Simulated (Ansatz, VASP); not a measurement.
## Cs in VASP and in Ansatz

```
Cs
1.0
    -3.12847    3.12847    3.12847
     3.12847   -3.12847    3.12847
     3.12847    3.12847   -3.12847
Cs
1
Direct
  0.00000 0.00000 0.00000
```

Alike in both runs: task single point; functional PBE; k mesh 2 × 2 × 2; occupations gaussian, width 0.1 eV; no spin polarisation.

```csv
,VASP,Ansatz
version,VASP 6.6.1,Ansatz 0.2.0
potentials or method,"VASP PAW PBE potentials, release 64 (Cs_sv), cutoff 500 eV","scalar-relativistic, plane waves, PAW"
valence electrons in the cell,9,9
```

```tsv
	VASP	Ansatz	Ansatz less VASP
gap on the k mesh at the Fermi level (eV)	none	none	-
pressure (GPa)	-0.5	-0.5	+0.01
```

A gap of «none» marks a metal or a gap that the smearing closes. With one functional, cell and mesh, what is left measures potentials, basis and numerics. Ansatz's warnings: optics on partly filled bands.

The k mesh is coarse, so the values compare programs but aren't converged. Neither program's run includes spin-orbit coupling.
